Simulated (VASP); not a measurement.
# Al (Fd-3m) in VASP: notebook

The runs below take Al through single point, with PBE.

Program: VASP 6.6.1. These are calculated values, not measurements. Logs are shortened: lines on timing, memory, paths and dates and some standing lists are left out, and cuts for length are marked.

**1. The cell of the first run**

The structure is cubic, space group Fd-3m (No. 227). The conventional cell has a = 6.163 Å, b = 6.163 Å, c = 6.163 Å, α = 90.00°, β = 90.00°, γ = 90.00°. Al (site symmetry -43m) has 4 Al at 2.67 Å within 3.5 Å.

This isn't the form of Al at room conditions, which is fcc.

**2. Single point, PBE**

INCAR

```
SYSTEM = Al
PREC = Accurate
ENCUT = 500
EDIFF = 1E-6
ISMEAR = -1
SIGMA = 0.06122561905347299
LREAL = .False.
LASPH = .True.
NELM = 120
ALGO = Normal
ISIF = 2
LWAVE = .False.
LCHARG = .False.
GGA = PE
NBANDS = 10
GGA_COMPAT = .False.
```

KPOINTS

```
regular mesh
0
Gamma
  16 16 16
  0 0 0
```

POSCAR

```
Al
1.0
    0.0000000000      3.0816010714      3.0816010714
    3.0816010714      0.0000000000      3.0816010714
    3.0816010714      3.0816010714      0.0000000000
Al
2
Direct
    0.0000000000      0.0000000000      0.0000000000
    0.2500000000      0.2500000000      0.2500000000
```

Potentials or basis: VASP PAW PBE potentials, release 64 (Al).

Command:

```
$ cat potpaw_PBE.64/Al/POTCAR > POTCAR
$ mpirun -np 1 vasp_std > vasp.out
```

OUTCAR:

```text
SYSTEM = Al
   PREC = Accurate
   ENCUT = 500
   EDIFF = 1E-6
   ISMEAR = -1
   LREAL = .False.
   LASPH = .True.
   NELM = 120
   ISIF = 2
   GGA = PE

 ion  position               nearest neighbor table
   1  0.000  0.000  0.000-   2 2.67   2 2.67   2 2.67   2 2.67
   2  0.250  0.250  0.250-   1 2.67   1 2.67   1 2.67   1 2.67

  LATTYP: Found a face centered cubic cell.
 ALAT       =     6.1632021428

  Lattice vectors:

 A1 = (   0.0000000000,   3.0816010714,   3.0816010714)
 A2 = (   3.0816010714,   0.0000000000,   3.0816010714)
 A3 = (   3.0816010714,   3.0816010714,   0.0000000000)

Analysis of symmetry for initial positions (statically):
=====================================================================
 Subroutine PRICEL returns:
 Original cell was already a primitive cell.

 Routine SETGRP: Setting up the symmetry group for a
 face centered cubic supercell.

 Subroutine GETGRP returns: Found 48 space group operations
 (whereof 24 operations were pure point group operations)
 out of a pool of 48 trial point group operations.

The static configuration has the point symmetry T_d .
 The point group associated with its full space group is O_h .

Analysis of symmetry for dynamics (positions and initial velocities):
=====================================================================
 Subroutine PRICEL returns:
 Original cell was already a primitive cell.

 Routine SETGRP: Setting up the symmetry group for a
 face centered cubic supercell.

 Subroutine GETGRP returns: Found 48 space group operations
 (whereof 24 operations were pure point group operations)
 out of a pool of 48 trial point group operations.

The dynamic configuration has the point symmetry T_d .
 The point group associated with its full space group is O_h .

 Subroutine INISYM returns: Found 48 space group operations
 (whereof 24 operations are pure point group operations),
 and found     1 'primitive' translations

----------------------------------------------------------------------------------------

                                     Primitive cell

  volume of cell :      58.5274

  direct lattice vectors                    reciprocal lattice vectors
     0.000000000  3.081601071  3.081601071    -0.162253318  0.162253318  0.162253318
     3.081601071  0.000000000  3.081601071     0.162253318 -0.162253318  0.162253318
     3.081601071  3.081601071  0.000000000     0.162253318  0.162253318 -0.162253318

  length of vectors
     4.358042029  4.358042029  4.358042029     0.281030991  0.281030991  0.281030991

  position of ions in fractional coordinates (direct lattice)
     0.000000000  0.000000000  0.000000000
     0.250000000  0.250000000  0.250000000

  ion indices of the primitive-cell ions
   primitive index   ion index
                 1           1
                 2           2

----------------------------------------------------------------------------------------

 KPOINTS: regular mesh

Automatic generation of k-mesh.
 Grid dimensions read from file:
 generate k-points for:   16   16   16

 Generating k-lattice:

  Cartesian coordinates                     Fractional coordinates (reciprocal lattice)
    -0.010140832  0.010140832  0.010140832     0.062500000  0.000000000  0.000000000
     0.010140832 -0.010140832  0.010140832     0.000000000  0.062500000  0.000000000
     0.010140832  0.010140832 -0.010140832     0.000000000  0.000000000  0.062500000

  Length of vectors
     0.017564437  0.017564437  0.017564437

  Shift w.r.t. Gamma in fractional coordinates (k-lattice)
     0.000000000  0.000000000  0.000000000

 Subroutine IBZKPT returns following result:
 ===========================================

 Found    145 irreducible k-points:

 Following reciprocal coordinates:
            Coordinates               Weight
  0.000000  0.000000  0.000000      1.000000
  0.062500  0.000000  0.000000      8.000000
  0.125000  0.000000  0.000000      8.000000
  0.187500  0.000000  0.000000      8.000000
  0.250000  0.000000  0.000000      8.000000
  0.312500  0.000000  0.000000      8.000000
[... 16 lines left out ...]
 -0.125000  0.062500  0.000000     24.000000
 -0.062500  0.062500  0.000000     12.000000
 [... further k-points ...]
   k-points           NKPTS =    145   k-points in BZ     NKDIM =    145   number of bands    NBANDS=     10
   number of dos      NEDOS =    301   number of ions     NIONS =      2
   total plane-waves  NPLWV =  32768
   dimension x,y,z NGX =    32 NGY =   32 NGZ =   32
   dimension x,y,z NGXF=    64 NGYF=   64 NGZF=   64
   ions per type =               2
   NGX,Y,Z   is equivalent  to a cutoff of  12.21, 12.21, 12.21 a.u.
   NGXF,Y,Z  is equivalent  to a cutoff of  24.41, 24.41, 24.41 a.u.
 SYSTEM =  Al
   PREC   = accura    normal or accurate (medium, high low for compatibility)
   ISTART =      0    job   : 0-new  1-cont  2-samecut
   ICHARG =      2    charge: 1-file 2-atom 10-const
   ISPIN  =      1    spin polarized calculation?
   LNONCOLLINEAR =      F non collinear calculations
   LSORBIT =      F    spin-orbit coupling
   LASPH  =      T    aspherical Exc in radial PAW
   ENCUT  =  500.0 eV  36.75 Ry    6.06 a.u.   7.95  7.95  7.95*2*pi/ulx,y,z
   NELM   =    120;   NELMIN=  2; NELMDL= -5     # of ELM steps
   EDIFF  = 0.1E-05   stopping-criterion for ELM
   LREAL  =      F    real-space projection
   EDIFFG = 0.1E-04   stopping-criterion for IOM
   NSW    =      0    number of steps for IOM
   IBRION =     -1    ionic relax: 0-MD 1-quasi-New 2-CG
   NFREE  =      0    steps in history (QN), initial steepest desc. (CG)
   ISIF   =      2    stress and relaxation
   ISYM   =      2    0-nonsym 1-usesym 2-fastsym
   POTIM  = 0.5000    time-step for ionic-motion
   TEBEG  =    0.0;   TEEND  =   0.0 temperature during run
   PSTRESS=    0.0 pullay stress
   NELECT =       6.0000    total number of electrons
   NUPDOWN=      -1.0000    fix difference up-down
   EMIN   =  10.00;   EMAX   =-10.00  energy-range for DOS
   EFERMI =   0.00;   METHOD = LEGACY
   ISMEAR =    -1;   SIGMA  =   0.06  broadening in eV -4-tet -1-fermi 0-gaus
   EFERMI_NEDOS =   21; number of points for ismear=-14 and -15
   IALGO  =     38    algorithm
   IMIX   =      4    mixing-type and parameters
     AMIX     =   0.40;   BMIX     =  1.00
     AMIX_MAG =   1.60;   BMIX_MAG =  1.00
  volume/ion in A,a.u.               =      29.26       197.48
  Fermi-wavevector in a.u.,A,eV,Ry     =   0.766194  1.447897  7.987347  0.587053
  Thomas-Fermi vector in A             =   1.866480
   LORBIT       =      0    0 simple, 1 ext, 2 COOP (PROOUT), +10 PAW based schemes
   GGA     = PE    functional components
   LHFCALC =     F    Hartree Fock is set to
   AEXX    =    0.0000 exact exchange contribution
   IVDW    =     0    specifies the selected vdW correction
   LEPSILON=     F    determine dielectric tensor
   LRPA    =     F    only Hartree local field effects (RPA)
 non-spin polarized calculation
  energy-cutoff  :      500.00
  volume of cell :       58.53
 maximum number of plane-waves:      1524
   NGX = 15   NGY = 15   NGZ = 15

 number of electron       6.0000000 magnetization

 Free energy of the ion-electron system (eV)
  ---------------------------------------------------
  ext. energy  EPLUGINS =         0.00000000
  ---------------------------------------------------
  free energy    TOTEN  =        -5.98991951 eV

  energy without entropy =       -5.97025014  energy(sigma->0) =       -5.98008483

 E-fermi :   2.4252     XC(G=0):  -7.9438

 val. band max:        2.4133264762   @ k =  -0.3750   0.3750   0.0000
 cond. band min:       2.4403991399   @ k =   0.3750   0.1875   0.0625
 fundamental gap:      0.0270726637
 Fermi energy:         2.4251875330

 k-point     1 :       0.0000    0.0000    0.0000
  band No.  band energies     occupation
      1      -5.1887      2.00000
      2       4.4271      0.00000
      3       4.4271      0.00000
      4       4.4271      0.00000
      5       6.2676      0.00000
      6       6.2676      0.00000
      7       6.2676      0.00000
      8       7.0178      0.00000
      9       9.9526      0.00000
     10      10.1743      0.00000

 k-point     2 :       0.0625    0.0000    0.0000
  band No.  band energies     occupation
      1      -5.1477      2.00000
      2       3.9755      0.00000
      3       4.3535      0.00000
      4       4.3535      0.00000
      5       6.3209      0.00000
      6       6.3739      0.00000
      7       6.3739      0.00000
      8       7.3269      0.00000
      9      10.0181      0.00000
     10      10.0181      0.00000

 k-point     3 :       0.1250    0.0000    0.0000
  band No.  band energies     occupation
      1      -5.0253      2.00000
      2       3.0916      0.00004
      3       4.1802      0.00000
      4       4.1802      0.00000
      5       6.2080      0.00000
      6       6.6243      0.00000
      7       6.6243      0.00000
      8       8.0955      0.00000
      9       9.7296      0.00000
     10       9.7296      0.00000

 k-point     4 :       0.1875    0.0000    0.0000
  band No.  band energies     occupation
      1      -4.8238      2.00000
      2       2.1329      1.98323
      3       3.9803      0.00000
      4       3.9803      0.00000
      5       6.0051      0.00000
      6       6.8770      0.00000
      7       6.8770      0.00000
      8       8.9654      0.00000
      9       9.5672      0.00000
     10       9.5672      0.00000
[... 222 lines left out ...]
 k-point    22 :      -0.1875    0.0625    0.0000
  band No.  band energies     occupation
      1      -4.7037      2.00000
      2       1.8146      1.99991
      3       3.4141      0.00000
      4       4.0832      0.00000
      5       6.1962      0.00000
      6       6.7898      0.00000
      7       7.0901      0.00000
      8       8.9601      0.00000
      9       9.1621      0.00000
     10      10.2867      0.00000

 k-point    23 :      -0.1250    0.0625    0.0000
  band No.  band energies     occupation
      1      -4.9306      2.00000
      2       2.7405      0.01153
      3       3.6403      0.00000
      4       4.2679      0.00000
      5       6.3846      0.00000
      6       6.5647      0.00000
      7       6.8289      0.00000
      8       8.4371      0.00000
      9       9.2919      0.00000
     10       9.9865      0.00000

 k-point    24 :      -0.0625    0.0625    0.0000
  band No.  band energies     occupation
      1      -5.0795      2.00000
      2       3.5563      0.00000
      3       3.9585      0.00000
      4       4.3803      0.00000
      5       6.3791      0.00000
      6       6.4634      0.00000
      7       6.5296      0.00000
      8       7.7674      0.00000
      9       9.6312      0.00000
     10      10.0358      0.00000

 [... further k-points ...]

------------------------ aborting loop because EDIFF is reached ----------------------------------------

  FORCE on cell =-STRESS in cart. coord.  units (eV):
  Direction    XX          YY          ZZ          XY          YZ          ZX
  --------------------------------------------------------------------------------------
  -------------------------------------------------------------------------------------
  Total       -0.6996059     -0.6996059     -0.6996059      0.0000000      0.0000000     -0.0000000
  in kB      -19.1515888    -19.1515888    -19.1515888      0.0000000      0.0000000     -0.0000000
  external PRESSURE =     -19.1515888 kB  Pullay stress =       0.0000000 kB

 VOLUME and BASIS-vectors are now :
 -----------------------------------------------------------------------------
  energy-cutoff  :      500.00
  volume of cell :       58.53
      direct lattice vectors                 reciprocal lattice vectors
     0.000000000  3.081601071  3.081601071    -0.162253318  0.162253318  0.162253318
     3.081601071  0.000000000  3.081601071     0.162253318 -0.162253318  0.162253318
     3.081601071  3.081601071  0.000000000     0.162253318  0.162253318 -0.162253318

 POSITION                                       TOTAL-FORCE (eV/Angst)
 -----------------------------------------------------------------------------------
      0.00000      0.00000      0.00000        -0.000000      0.000000      0.000000
      1.54080      1.54080      1.54080         0.000000     -0.000000     -0.000000
 -----------------------------------------------------------------------------------
    total drift:                               -0.000000     -0.000000      0.000000

  FREE ENERGIE OF THE ION-ELECTRON SYSTEM (eV)
  ---------------------------------------------------
  free  energy   TOTEN  =        -5.9899195077 eV

  energy  without entropy=       -5.9702501441  energy(sigma->0) =       -5.98008483
```

Wall time 67 s (1 thread of Intel Xeon 8259CL, shared host); peak memory 0.21 GiB.

Results:

* Free energy: -5.9899 eV
* Pressure: -1.9 GPa
* Band gap on the k mesh: zero (bands 3 and 4 overlap by 3.27 eV)

**3. Single point, PBE**

This run uses another cell than the first one, of 25.95 Å³/atom.

INCAR

```
SYSTEM = Al
PREC = Accurate
ENCUT = 500
EDIFF = 1E-6
ISMEAR = -1
SIGMA = 0.06122561905347299
LREAL = .FALSE.
LASPH = .TRUE.
NELM = 120
ALGO = Normal
ISIF = 2
LWAVE = .FALSE.
LCHARG = .FALSE.
GGA = PE
NBANDS = 10
GGA_COMPAT = .FALSE.
```

KPOINTS

```
Automatic mesh
0
G
  31 31 31
  0 0 0
```

POSCAR

```
Al
1.0
    0.0000000000      2.9606273437      2.9606273437
    2.9606273437      0.0000000000      2.9606273437
    2.9606273437      2.9606273437      0.0000000000
Al
2
Direct
    0.0000000000      0.0000000000      0.0000000000
    0.2500000000      0.2500000000      0.2500000000
```

Potentials or basis: VASP PAW PBE potentials, release 64 (Al).

Command:

```
$ cat potpaw_PBE.64/Al/POTCAR > POTCAR
$ mpirun -np 1 vasp_std > vasp.out
```

OUTCAR:

```text
SYSTEM = Al
   PREC = Accurate
   ENCUT = 500
   EDIFF = 1E-6
   ISMEAR = -1
   LREAL = .FALSE.
   LASPH = .TRUE.
   NELM = 120
   ISIF = 2
   GGA = PE

 ion  position               nearest neighbor table
   1  0.000  0.000  0.000-   2 2.56   2 2.56   2 2.56   2 2.56
   2  0.250  0.250  0.250-   1 2.56   1 2.56   1 2.56   1 2.56

  LATTYP: Found a face centered cubic cell.
 ALAT       =     5.9212546874

  Lattice vectors:

 A1 = (   0.0000000000,   2.9606273437,   2.9606273437)
 A2 = (   2.9606273437,   0.0000000000,   2.9606273437)
 A3 = (   2.9606273437,   2.9606273437,   0.0000000000)

Analysis of symmetry for initial positions (statically):
=====================================================================
 Subroutine PRICEL returns:
 Original cell was already a primitive cell.

 Routine SETGRP: Setting up the symmetry group for a
 face centered cubic supercell.

 Subroutine GETGRP returns: Found 48 space group operations
 (whereof 24 operations were pure point group operations)
 out of a pool of 48 trial point group operations.

The static configuration has the point symmetry T_d .
[... 170 lines left out ...]
  band No.  band energies     occupation
      1      -4.9285      2.00000
      2       5.4090      0.00000
      3       5.4090      0.00000
      4       5.4090      0.00000
      5       7.2643      0.00000
      6       7.2643      0.00000
      7       7.2643      0.00000
      8       9.0205      0.00000
      9      11.2170      0.00000
     10      11.2219      0.00000
[... 287 lines left out ...]
 k-point    24 :       0.2581    0.0323    0.0000
  band No.  band energies     occupation
      1      -4.2221      2.00000
      2       2.0005      2.00000
      3       4.5698      0.00000
      4       4.7560      0.00000
      5       7.1429      0.00000
      6       7.8763      0.00000
      7       8.2017      0.00000
      8      10.2866      0.00000
      9      10.9977      0.00000
     10      11.5419      0.00000

 [... further k-points ...]

------------------------ aborting loop because EDIFF is reached ----------------------------------------

  FORCE on cell =-STRESS in cart. coord.  units (eV):
  Direction    XX          YY          ZZ          XY          YZ          ZX
  --------------------------------------------------------------------------------------
  -------------------------------------------------------------------------------------
  Total        0.8691443      0.8691443      0.8691443      0.0000000     -0.0000000      0.0000000
  in kB       26.8300344     26.8300344     26.8300344      0.0000000     -0.0000000      0.0000000
  external PRESSURE =      26.8300344 kB  Pullay stress =       0.0000000 kB

 VOLUME and BASIS-vectors are now :
 -----------------------------------------------------------------------------
  energy-cutoff  :      500.00
  volume of cell :       51.90
      direct lattice vectors                 reciprocal lattice vectors
     0.000000000  2.960627344  2.960627344    -0.168883126  0.168883126  0.168883126
     2.960627344  0.000000000  2.960627344     0.168883126 -0.168883126  0.168883126
     2.960627344  2.960627344  0.000000000     0.168883126  0.168883126 -0.168883126

 POSITION                                       TOTAL-FORCE (eV/Angst)
 -----------------------------------------------------------------------------------
      0.00000      0.00000      0.00000        -0.000000     -0.000000     -0.000000
      1.48031      1.48031      1.48031         0.000000      0.000000      0.000000
 -----------------------------------------------------------------------------------
    total drift:                               -0.000000     -0.000000      0.000000

  FREE ENERGIE OF THE ION-ELECTRON SYSTEM (eV)
  ---------------------------------------------------
  free  energy   TOTEN  =        -5.9825313248 eV

  energy  without entropy=       -5.9639860894  energy(sigma->0) =       -5.97325871
```

OSZICAR:

```text
N       E                     dE             d eps       ncg     rms          rms(c)
DAV:   1     0.887423509189E+00    0.88742E+00   -0.18982E+03 16368   0.400E+02
DAV:   2    -0.581455526486E+01   -0.67020E+01   -0.64593E+01 22164   0.492E+01
DAV:   3    -0.597570200329E+01   -0.16115E+00   -0.15950E+00 20626   0.637E+00
DAV:   4    -0.597744707741E+01   -0.17451E-02   -0.17448E-02 19632   0.773E-01
DAV:   5    -0.597748205911E+01   -0.34982E-04   -0.34981E-04 19560   0.103E-01    0.162E+00
DAV:   6    -0.598067299644E+01   -0.31909E-02   -0.28588E-03 18726   0.270E-01    0.101E+00
DAV:   7    -0.598246249402E+01   -0.17895E-02   -0.76499E-03 18174   0.452E-01    0.812E-02
DAV:   8    -0.598250050775E+01   -0.38014E-04   -0.25556E-04 18384   0.740E-02    0.691E-02
DAV:   9    -0.598253038402E+01   -0.29876E-04   -0.30672E-05 17982   0.287E-02    0.130E-02
DAV:  10    -0.598253132484E+01   -0.94082E-06   -0.31316E-06 19298   0.847E-03
   1 F= -.59825313E+01 E0= -.59732587E+01  d E =-.185452E-01
```

stdout:

```text
POSCAR found type information on POSCAR Al
 POSCAR found :  1 types and       2 ions
 scaLAPACK will be used
 LDA part: xc-table for (Slater+PW92), standard interpolation
 POSCAR, INCAR and KPOINTS ok, starting setup
 FFT: planning ... GRIDC
 FFT: planning ... GRID_SOFT
 FFT: planning ... GRID
 WAVECAR not read
 entering main loop
```

Run time: 5.1 min. Hardware: 1 thread of Intel Xeon 8259CL, shared host; peak memory 0.43 GiB.

What came out:

```yaml
Free_energy: -5.9825 eV
Pressure: 2.7 GPa
Band_gap_on_the_k_mesh: zero (bands 3 and 4 overlap by 3.60 eV)
```

Levels at points of the mesh, in eV from the Fermi level:
```
           k point  band 1  band 2  band 3  band 4  band 5  band 6  band 7
(0.00, 0.00, 0.00)   -8.11    2.22    2.22    2.22    4.08    4.08    4.08
```

**4. Single point, PBE**

This run uses another cell than the first one, of 26.50 Å³/atom.

INCAR

```
  PREC = Accurate
  ENCUT = 500
  EDIFF = 1E-6
  ISMEAR = -1
  SIGMA = 0.06122561905347299
  LREAL = F
  LASPH = T
  NELM = 120
  ALGO = Normal
  ISIF = 2
  LWAVE = F
  LCHARG = F
  GGA = PE
  NBANDS = 10
  GGA_COMPAT = F
```

KPOINTS

```
Automatic mesh
0
Gamma
  31 31 31
```

POSCAR

```
Al
1.0
    0.0000000000      2.9814775190      2.9814775190
    2.9814775190      0.0000000000      2.9814775190
    2.9814775190      2.9814775190      0.0000000000
Al
2
Direct
    0.0000000000      0.0000000000      0.0000000000
    0.2500000000      0.2500000000      0.2500000000
```

Command:

```
$ cat potpaw_PBE.64/Al/POTCAR > POTCAR
$ mpirun -np 1 vasp_std > vasp.out
```

It took 5.2 min on 1 thread of Intel Xeon 8259CL, shared host; peak memory 0.43 GiB.

Results (log left out):

- Free energy: -5.9976 eV
- Pressure: 1.7 GPa
- Band gap on the k mesh: zero (bands 3 and 4 overlap by 3.52 eV)

Levels at points of the mesh, in eV from the Fermi level:
```csv
k point,band 1,band 2,band 3,band 4,band 5,band 6,band 7
"(0.00, 0.00, 0.00)",-8.02,2.18,2.18,2.18,4.04,4.04,4.04
```

(Continued in part 2 of 2.)
